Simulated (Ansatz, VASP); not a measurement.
## LaSb in VASP and in Ansatz

```xyz
2
Lattice="0.0000 3.1330 3.1330 3.1330 0.0000 3.1330 3.1330 3.1330 0.0000" Properties=species:S:1:pos:R:3 pbc="T T T"
La    0.0000    0.0000    0.0000
Sb    3.1330    3.1330    3.1330
```

Alike in both runs: functional LDA; k mesh 10 × 10 × 10; occupations fermi-dirac, width 0.05 eV; no spin polarisation.

Ansatz relaxed the structure, and its values are those at the end. VASP's run is a single point on that final structure, the one shown.

|  | VASP | Ansatz |
| --- | --- | --- |
| version | VASP 6.6.1 | Ansatz 0.2.0 |
| potentials or method | VASP PAW LDA potentials, release 64 (La, Sb) | PAW with Ansatz's default frozen-core files, scalar-relativistic |
| plane-wave cutoff (eV) | 520 | 420 |
| valence electrons in the cell | 16 | 26 |

Ansatz gave:

* pressure (GPa): 4.4

Task: Estimate VASP's values.

Result: Pressure (GPa): 4.5.

LDA's correlation is that of Perdew and Zunger in VASP and of Perdew and Wang (1992) in Ansatz. VASP's potentials hold 16 valence electrons a cell and Ansatz's 26, so a difference there can come from the potentials and not from the codes. Ansatz's warnings: stress scf threshold loose.

Spin-orbit coupling is off throughout.
